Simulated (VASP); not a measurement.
TbGa2O3:

```
Tb Ga O
1.0
     3.76156    0.00000    0.00000
     0.00000    3.76156    0.00000
     0.00000    0.00000    6.28647
Tb Ga O
1 2 3
Direct
  0.50000 0.50000 0.50000
  0.50000 0.50000 0.00000
  0.00000 0.00000 0.00000
  0.00000 0.00000 0.50000
  0.50000 0.00000 0.00000
  0.00000 0.50000 0.00000
```

The cell was built from a structure type or drawn by symmetry, and may not be a known phase.

```yaml
Program: VASP 6.6.1
Task: relaxation of cell and atoms
Functional: PBE
Potentials_or_basis: VASP PAW PBE potentials, release 64 (Tb_3, Ga_d, O), 4f in core
Cutoff: 600 eV
k_mesh: 4 × 4 × 3
Occupations: gaussian, width 0.2 eV
Spin: no spin polarisation
```

At the start: pressure 19.6 GPa; volume 14.82 Å³/atom.

How do energy, volume and symmetry change on relaxing?

Over 10 steps the energy falls by 187.1 meV/atom and the volume is 15.96 Å³/atom (+7.7 %); space group P4/mmm (No. 123, to 0.1 Å) before and after.

Step by step:
```
step  energy change (eV)  largest force (eV/Å)  pressure (GPa)  volume (Å³)
   1              0.0000                0.0000           19.60        88.95
   2             -0.4923                0.0000          -10.38       113.83
   3             -1.0247                0.0000           -1.40       102.00
   4             -1.0248                0.0000           -1.11       101.73
   5             -1.0596                0.0000           -0.87       100.29
   6             -1.1168                0.0000            0.11        96.58
   7             -1.1206                0.0000            0.78        94.84
   8             -1.1214                0.0000            0.58        95.35
   9             -1.1206                0.0000           -0.72        96.32
  10             -1.1228                0.0000            0.00        95.77
```

Final structure:
```xyz
6
Lattice="4.0539 0.0000 0.0000 0.0000 4.0539 0.0000 0.0000 0.0000 5.8274" Properties=species:S:1:pos:R:3 pbc="T T T"
Tb    2.0269    2.0269    2.9137
Ga    2.0269    2.0269    0.0000
Ga    0.0000    0.0000    0.0000
O     0.0000    0.0000    2.9137
O     2.0269    0.0000    0.0000
O     0.0000    2.0269    0.0000
```

Caveat: the k points lie up to 0.39 Å⁻¹ apart in the final cell, too coarse for converged energies and pressures of a metal; an odd number of electrons without spin polarisation forces a metal; a magnetic or distorted state may lie lower; the run has no spin polarisation, though such a crystal can be magnetic.
